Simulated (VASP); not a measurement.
# Ti (P6_3/mmc) in VASP: settings compared, part 2 of 2

VASP 6.6.1. The steps go on from the part before.

**4. Elastic constants, PBEsol**

Contents of INCAR:

```
PREC     = Accurate       # precision mode
ENCUT    = 550            # plane-wave cutoff, eV
EDIFF    = 1E-8           # SCF threshold, eV
ISMEAR   = -1             # smearing method
SIGMA    = 0.05           # smearing width, eV
LREAL    = F              # projectors in reciprocal space
LASPH    = T              # aspherical terms in the spheres
NELM     = 300            # most SCF steps
ALGO     = All            # electronic algorithm
ISIF     = 3              # what is computed and relaxed
LWAVE    = F              # write WAVECAR
LCHARG   = T              # write CHGCAR
GGA      = PS             # functional
NBANDS   = 19             # bands
IBRION   = 6              # ionic algorithm
NFREE    = 2            
POTIM    = 0.015          # step
NSW      = 1              # ionic steps
GGA_COMPAT= F            
ISEARCH  = 1            
KPAR     = 4
```

Contents of KPOINTS:

```
Automatic mesh
0
Gamma
  10 10 6
```

Contents of POSCAR:

```
Ti
1.0
    2.9500000000      0.0000000000      0.0000000000
   -1.4750000000      2.5547749412      0.0000000000
    0.0000000000      0.0000000000      4.6800000000
Ti
2
Direct
    0.6666666667      0.3333333333      0.7500000000
    0.3333333333      0.6666666667      0.2500000000
```

Potentials or basis: VASP PAW PBE potentials, release 64 (Ti_sv).

Started as:

```console
$ cat potpaw_PBE.64/Ti_sv/POTCAR > POTCAR
$ mpirun -np 4 vasp_std > vasp.out
```

OUTCAR:

```text
PREC = Accurate
   ENCUT = 550
   EDIFF = 1E-8
   ISMEAR = -1
   LREAL = F
   LASPH = T
   NELM = 300
   ISIF = 3
   GGA = PS
   IBRION = 6
   NFREE = 2
   POTIM = 0.015
   NSW = 1

 ion  position               nearest neighbor table
   1  0.667  0.333  0.750-   2 2.89   2 2.89   2 2.89   2 2.89   2 2.89   2 2.89
   2  0.333  0.667  0.250-   1 2.89   1 2.89   1 2.89   1 2.89   1 2.89   1 2.89

  LATTYP: Found a hexagonal cell.
 ALAT       =     2.9500000000
 C/A-ratio  =     1.5864406780

  Lattice vectors:

 A1 = (   2.9500000000,   0.0000000000,   0.0000000000)
 A2 = (  -1.4750000000,   2.5547749412,   0.0000000000)
 A3 = (   0.0000000000,   0.0000000000,   4.6800000000)

Analysis of symmetry for initial positions (statically):
=====================================================================
 Subroutine PRICEL returns:
 Original cell was already a primitive cell.

 Routine SETGRP: Setting up the symmetry group for a
 hexagonal supercell.

 Subroutine GETGRP returns: Found 24 space group operations
 (whereof 12 operations were pure point group operations)
 out of a pool of 24 trial point group operations.

The static configuration has the point symmetry D_3d.
 The point group associated with its full space group is D_6h.

Analysis of symmetry for dynamics (positions and initial velocities):
=====================================================================
 Subroutine PRICEL returns:
 Original cell was already a primitive cell.

 Routine SETGRP: Setting up the symmetry group for a
 hexagonal supercell.

 Subroutine GETGRP returns: Found 24 space group operations
 (whereof 12 operations were pure point group operations)
 out of a pool of 24 trial point group operations.

The dynamic configuration has the point symmetry D_3d.
 The point group associated with its full space group is D_6h.

 Subroutine INISYM returns: Found 24 space group operations
 (whereof 12 operations are pure point group operations),
 and found     1 'primitive' translations

----------------------------------------------------------------------------------------

                                     Primitive cell

  volume of cell :      35.2712

  direct lattice vectors                    reciprocal lattice vectors
     2.950000000  0.000000000  0.000000000     0.338983051  0.195711956  0.000000000
    -1.475000000  2.554774941  0.000000000     0.000000000  0.391423911  0.000000000
     0.000000000  0.000000000  4.680000000     0.000000000  0.000000000  0.213675214

  length of vectors
     2.950000000  2.950000000  4.680000000     0.391423911  0.391423911  0.213675214
[... 239 lines left out ...]

 number of electron      24.0000001 magnetization

------------------------ aborting loop because EDIFF is reached ----------------------------------------
[... 67 lines left out ...]
--------------------------------------- Ionic step       17  -------------------------------------------

 number of electron      24.0000001 magnetization

 Free energy of the ion-electron system (eV)
  ---------------------------------------------------
  ext. energy  EPLUGINS =         0.00000000
  ---------------------------------------------------
  free energy    TOTEN  =       -16.64876443 eV

  energy without entropy =      -16.62878872  energy(sigma->0) =      -16.63877658

 E-fermi :   8.0378     XC(G=0): -11.5624

 val. band max:        8.0338213121   @ k =   0.0000   0.0000   0.3333
 cond. band min:       8.0560088087   @ k =   0.3000   0.3000   0.3333
 fundamental gap:      0.0221874966
 Fermi energy:         8.0378443384

 k-point     1 :       0.0000    0.0000    0.0000
  band No.  band energies     occupation
      1     -48.6062      2.00000
      2     -48.4757      2.00000
      3     -25.2815      2.00000
      4     -24.6583      2.00000
      5     -24.6583      2.00000
      6     -24.5994      2.00000
[... 505 lines left out ...]
      6     -24.8005      2.00000
[... 11 lines left out ...]
     18      11.4177      0.00000
     19      12.1278      0.00000

 [... further k-points ...]

------------------------ aborting loop because EDIFF is reached ----------------------------------------

  FORCE on cell =-STRESS in cart. coord.  units (eV):
  Direction    XX          YY          ZZ          XY          YZ          ZX
  --------------------------------------------------------------------------------------
  -------------------------------------------------------------------------------------
  Total       -1.2604890     -1.2604890     -1.3710354      0.0000000      0.0000000      0.0000000
  in kB      -57.2570725    -57.2570725    -62.2785866      0.0000000      0.0000000      0.0000000
  external PRESSURE =     -58.9309105 kB  Pullay stress =       0.0000000 kB
[... 17 lines left out ...]
  FREE ENERGIE OF THE ION-ELECTRON SYSTEM (eV)
  ---------------------------------------------------
  free  energy   TOTEN  =       -16.6487644264 eV

  energy  without entropy=      -16.6287887760  energy(sigma->0) =      -16.63877660

 INTERNAL STRAIN TENSORS FROM STRAINED CELLS
 ============================================

 INTERNAL STRAIN TENSOR FOR ION    1 for displacements in x,y,z  (eV/Angst):
          X           Y           Z          XY          YZ          ZX
  --------------------------------------------------------------------------------
  x     0.00000     0.00000     0.00000     2.36920    -0.00000    -0.00000
  y     2.37098    -2.36440    -0.00000    -0.00012     0.00026    -0.00098
  z     0.00000     0.00000     0.00000     0.00000    -0.00588     0.00000

 INTERNAL STRAIN TENSORS FROM DISPLACED ATOMS
 ============================================

 INTERNAL STRAIN TENSOR FOR ION    1 for displacements in x,y,z  (eV/Angst):
          X           Y           Z          XY          YZ          ZX
  --------------------------------------------------------------------------------
  x    -0.00000     0.00000     0.00000     2.36641     0.00000     0.00000
  y     2.36641    -2.36641     0.00000     0.00000     0.00000     0.00000
  z     0.00000     0.00000     0.00000     0.00000     0.00000     0.00000

 INTERNAL STRAIN TENSOR FOR ION    2 for displacements in x,y,z  (eV/Angst):
          X           Y           Z          XY          YZ          ZX
  --------------------------------------------------------------------------------
  x     0.00000     0.00000     0.00000    -2.36641     0.00000     0.00000
  y    -2.36641     2.36641    -0.00000     0.00000     0.00000     0.00000
  z     0.00000    -0.00000     0.00000     0.00000     0.00000     0.00000

 Eigenvectors and eigenvalues of the dynamical matrix
 ----------------------------------------------------

   1 f  =    4.789814 THz    30.095289 2PiTHz  159.770995 cm-1    19.809070 meV
             X         Y         Z           dx          dy          dz
      1.475000  0.851592  3.510000     0.000000   -0.000000    0.707107
     -0.000000  1.703183  1.170000    -0.000000   -0.000000   -0.707107
[... 16 lines left out ...]
   5 f  =    0.000000 THz     0.000000 2PiTHz    0.000001 cm-1     0.000000 meV
             X         Y         Z           dx          dy          dz
      1.475000  0.851592  3.510000     0.700072    0.003599   -0.099431
     -0.000000  1.703183  1.170000     0.700072    0.003599   -0.099431

   6 f/i=    0.000000 THz     0.000000 2PiTHz    0.000001 cm-1     0.000000 meV
             X         Y         Z           dx          dy          dz
      1.475000  0.851592  3.510000     0.041718   -0.652147    0.270118
     -0.000000  1.703183  1.170000     0.041718   -0.652147    0.270118

--------------------------------------------------------------------------------------------------------

 ELASTIC MODULI CONTR FROM IONIC RELAXATION (kBar)
 Direction    XX          YY          ZZ          XY          YZ          ZX
 --------------------------------------------------------------------------------
 XX        -168.6382    168.6382     -0.0000     -0.0000      0.0000      0.0000
 YY         168.6382   -168.6382      0.0000      0.0000      0.0000      0.0000
 ZZ          -0.0000      0.0000     -0.0000     -0.0000      0.0000      0.0000
 XY          -0.0000      0.0000     -0.0000   -168.6382      0.0000      0.0000
 YZ           0.0000      0.0000      0.0000      0.0000      0.0000      0.0000
 ZX           0.0000      0.0000      0.0000      0.0000      0.0000      0.0000
 --------------------------------------------------------------------------------

 TOTAL ELASTIC MODULI (kBar)
 Direction    XX          YY          ZZ          XY          YZ          ZX
 --------------------------------------------------------------------------------
 XX        1561.7744    792.5640    715.3769     -0.0000      0.0000      0.0000
 YY         792.5640   1561.7744    715.3769      0.0000      0.0000     -0.0000
 ZZ         715.3769    715.3769   1653.9385     -0.0000      0.0000      0.0000
 XY          -0.0000      0.0000     -0.0000    384.6052      0.0000     -0.0000
 YZ           0.0000      0.0000      0.0000     -0.0000    373.0978      0.0000
 ZX           0.0000      0.0000      0.0000      0.0000      0.0000    373.0977
 --------------------------------------------------------------------------------
```

Wall time 13 min (4 MPI ranks of Intel Xeon 6975P-C (Granite Rapids), shared host); peak memory 0.58 GiB.

Results:

| Item | Value |
| --- | --- |
| Voigt bulk modulus | 102 GPa |
| Highest phonon frequency at Γ | 160 cm⁻¹ |

Phonon frequencies in cm⁻¹ (negative: imaginary):
```csv
q point,frequencies
"(0.000, 0.000, 0.000)",0 0 0 131 131 160
```

Elastic tensor in Voigt notation (GPa, in the Cartesian axes of the cell as first typed):
```
156  79  72   0   0   0
 79 156  72   0   0   0
 72  72 165   0   0   0
  0   0   0  37   0   0
  0   0   0   0  37   0
  0   0   0   0   0  38
```

Clamped-ion elastic tensor (GPa):
```
173  62  72   0   0   0
 62 173  72   0   0   0
 72  72 165   0   0   0
  0   0   0  37   0   0
  0   0   0   0  37   0
  0   0   0   0   0  55
```

Caveat: the cell is under stress, which shifts elastic constants; the PAW data sets were made with another functional, which shifts forces and pressure a little.
